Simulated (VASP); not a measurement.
**Ir: single point with LDA**

Ir:

```xyz
2
Lattice="2.7514 0.0000 0.0000 -1.3757 2.3828 0.0000 0.0000 0.0000 4.4623" Properties=species:S:1:pos:R:3 pbc="T T T"
Ir    1.3757    0.7943    3.3467
Ir    0.0000    1.5885    1.1156
```

| Item | Value |
| --- | --- |
| Program | VASP 6.6.1 |
| Task | single point |
| Functional | LDA |
| Potentials or basis | VASP PAW LDA potentials, release 64 (Ir) |
| Cutoff | 520 eV |
| k mesh | 11 × 11 × 6 |
| Occupations | fermi-dirac, width 0.05 eV |
| Spin | no spin polarisation |

```
Pressure               : -15.8 GPa
Band gap on the k mesh : zero (band 9 reaches 10.75 eV, above the bottom of band 10 at 7.68 eV)
```

Stress tensor (GPa, compression positive):
```
-15.59   0.00   0.00
  0.00 -15.59   0.00
  0.00   0.00 -16.16
```

Levels at points of the mesh, in eV from the Fermi level:
| k point | band 7 | band 8 | band 9 | band 10 | band 11 | band 12 |
| --- | --- | --- | --- | --- | --- | --- |
| (0.00, 0.00, 0.00) | -3.03 | -2.27 | -2.27 | -0.67 | 0.27 | 0.27 |
| (0.00, 0.00, 0.50) | -3.77 | -3.77 | -0.44 | -0.44 | -0.44 | -0.44 |

It took 14 s on 1 thread of Intel(R) Xeon(R) Platinum 8488C (Sapphire Rapids), on a shared host, peak memory 0.14 GiB.

Caveat: spin-orbit coupling is left out, which moves the levels of the heavy elements.
